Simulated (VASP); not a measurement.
# WS2: single point with PBE

The system is WS2.

```
W S
1.0
     3.18783    0.00000    0.00000
    -1.59391    2.76074    0.00000
     0.00000    0.00000   14.85713
W S
2 4
Cartesian
  0.0000 1.8405 3.7143
  1.5939 0.9202 11.1428
  0.0000 1.8405 9.5718
  1.5939 0.9202 2.1432
  0.0000 1.8405 12.7139
  1.5939 0.9202 5.2853
```

| Quantity | Value |
| --- | --- |
| Program | VASP 6.6.1 |
| Task | single point |
| Functional | PBE |
| Potentials or basis | VASP PAW PBE potentials, release 64 (W_sv, S) |
| Cutoff | 520 eV |
| k mesh | 10 × 10 × 2 |
| Occupations | methfessel-paxton, width 0.15 eV |
| Spin | collinear spin, ferromagnetic start |
| Starting moments | [2.0, 2.0, 0.0, 0.0, 0.0, 0.0] μB |

| Item | Value |
| --- | --- |
| Pressure | 0.0 GPa |
| Band gap on the k mesh | 1.78 eV, indirect (least direct gap 2.14 eV) |
| Net moment | 0.00 μB per cell |
| Valence electrons inside the program's atomic spheres | W 11.99; S 3.72 |

Levels at points of the mesh, in eV from the valence-band top:
Spin up:
```
           k point  band 24  band 25  band 26  band 27  band 28  band 29
(0.00, 0.00, 0.00)    -1.79    -0.41     0.00     2.70     2.70     2.70
(0.50, 0.00, 0.00)    -1.44    -1.11    -1.09     2.66     2.66     3.08
(0.00, 0.00, 0.50)    -1.79    -0.18    -0.18     2.70     2.70     2.70
(0.50, 0.00, 0.50)    -1.45    -1.10    -1.10     2.66     2.66     3.11
```
Spin down:
```tsv
k point	band 22	band 23	band 24	band 25	band 26	band 27	band 28	band 29	band 30	band 31
(0.00, 0.00, 0.00)	-1.79	-1.79	-1.79	-0.41	0.00	2.70	2.70	2.70	2.70	2.84
(0.50, 0.00, 0.00)	-2.31	-1.46	-1.44	-1.11	-1.09	2.66	2.66	3.08	3.14	3.75
(0.00, 0.00, 0.50)	-1.79	-1.79	-1.79	-0.18	-0.18	2.70	2.70	2.70	2.70	2.85
(0.50, 0.00, 0.50)	-2.31	-1.45	-1.45	-1.10	-1.10	2.66	2.66	3.11	3.11	3.86
```

Run time: 8.9 min on 1 thread of AMD EPYC 7R13 (shared host), peak memory 0.38 GiB.

Caveat: spin-orbit coupling is left out, which moves the levels of the heavy elements; this functional lacks dispersion, which binds the layers, so the pressure and a relaxed spacing across them are unreliable. A hybrid or GW would open this gap; PBE tends to underestimate it.
